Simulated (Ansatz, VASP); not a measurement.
## One calculation of CdS, two programs

Contents of INCAR:

```
SYSTEM = CdS
PREC = Accurate
ENCUT = 500
EDIFF = 1E-6
ISMEAR = 1
SIGMA = 0.064
LREAL = .FALSE.
LASPH = .TRUE.
NELM = 120
ALGO = Normal
ISIF = 2
LWAVE = .FALSE.
LCHARG = .FALSE.
GGA = PE
NBANDS = 16
GGA_COMPAT = .FALSE.
```

KPOINTS

```
Automatic mesh
0
G
  4 4 4
  0 0 0
```

Contents of POSCAR:

```
CdS
1.0
    0.0000000000      2.7532440000      2.7532440000
    2.7532440000      0.0000000000      2.7532440000
    2.7532440000      2.7532440000      0.0000000000
Cd S
1 1
Direct
    0.0000000000      0.0000000000      0.0000000000
    0.5000000000      0.5000000000      0.5000000000
```

Input for Ansatz:

```yaml
crystal:
  lattice:
    - [0.0, 2.753244, 2.753244]
    - [2.753244, 0.0, 2.753244]
    - [2.753244, 2.753244, 0.0]
  atoms:
    - { symbol: Cd, position: [0.0, 0.0, 0.0] }
    - { symbol: S, position: [0.5, 0.5, 0.5] }
basis:
  ecutwfc: 420
kpoints:
  mp_grid: { grid: [4, 4, 4] }
hamiltonian:
  xc: pbe
scf:
  occupations: { method: methfessel_paxton, width: 0.064 }
  mixing: { beta: 0.35, ndim: 4 }
  initial_density: { chi_scale: 0, normalization: atom }
  self_checks: high
  max_iter: 81
output:
  forces: true
  stress: true
  eigenvalues: true
```

Alike in both runs: task single point; functional PBE; k mesh 4 × 4 × 4; occupations methfessel-paxton of order 1, width 0.064 eV; no spin polarisation.

```csv
,VASP,Ansatz
version,VASP 6.6.1,Ansatz 0.2.0
potentials or method,"VASP PAW PBE potentials, release 64 (Cd, S), cutoff 500 eV","scalar-relativistic, plane waves, PAW"
valence electrons in the cell,18,26
```

VASP gave:

```
gap on the k mesh at the Fermi level (eV) : 0.21
least direct gap on the mesh (eV)         : 1.50
pressure (GPa)                            : 0.3
```

Task: Estimate Ansatz's values.

Result: gap on the k mesh at the Fermi level (eV): 0.21; least direct gap on the mesh (eV): 1.52; pressure (GPa): -0.1.

VASP's potentials hold 18 valence electrons a cell and Ansatz's 26, so a difference there can come from the potentials and not from the codes. Ansatz's warnings: smearing energy in gap.

The k mesh is coarse, so the values compare programs but aren't converged.
